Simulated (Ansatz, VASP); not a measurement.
**One calculation of TiAl, two programs**

INCAR

```
ALGO = Fast
EDIFF = 1E-6
ENCUT = 520
GGA = PS
ISIF = 2
ISMEAR = 0
LASPH = True
LCHARG = False
LREAL = False
LWAVE = False
NBANDS = 14
NELM = 100
PREC = Accurate
SIGMA = 0.15
```

The input KPOINTS:

```
k-points
0
Gamma
  24 24 14
```

The input POSCAR:

```
TiAl
1.0
    2.8478212847      0.0000000000      0.0000000000
   -1.4239106423      2.4662855780      0.0000000000
    0.0000000000      0.0000000000      4.6199447394
Ti Al
1 1
Direct
   -0.0114276555     -0.0228553110      0.0000000000
    0.3536067358      0.7072134715      0.5000000000
```

Input for Ansatz:

```yaml
crystal:
  lattice:
    - [2.8478212847, 0.0, 0.0]
    - [-1.4239106423, 2.466285578, 0.0]
    - [0.0, 0.0, 4.6199447394]
  atoms:
    - { symbol: Ti, position: [-0.0114276555, -0.022855311, 0.0] }
    - { symbol: Al, position: [0.3536067358, 0.7072134715, 0.5] }
basis:
  ecutwfc: 420
kpoints:
  mp_grid: { grid: [24, 24, 14] }
hamiltonian:
  xc: pbesol
scf:
  occupations: { method: gaussian, width: 0.15 }
output:
  forces: true
  stress: true
  eigenvalues: true
```

Change from the starting cell: mode 4 (182.5 1/cm) frozen in, largest displacement +0.100 Å.

Alike in both runs: task single point; functional PBEsol; k mesh 24 × 24 × 14; occupations gaussian, width 0.15 eV; no spin polarisation.

|  | VASP | Ansatz |
| --- | --- | --- |
| version | VASP 6.6.1 | Ansatz 0.2.0 |
| potentials or method | VASP PAW PBE potentials, release 64 (Ti_sv, Al), cutoff 520 eV | scalar-relativistic, plane waves, PAW |
| valence electrons in the cell | 15 | 15 |

```tsv
	VASP	Ansatz	Ansatz less VASP
gap on the k mesh at the Fermi level (eV)	none	none	-
pressure (GPa)	0.2	0.2	+0.02
traceless stress, the component that is largest in VASP (GPa)	-2.83	-2.79	+0.040
rms of the force components (eV/Å)	0.151	0.151	-0.0001
```

VASP's potentials were made for PBE, not for PBEsol. Atom by atom the forces differ by 0.000 eV/Å (rms over components). A gap of «none» marks a metal or a gap that the smearing closes. With one functional, cell and mesh, what is left measures potentials, basis and numerics.
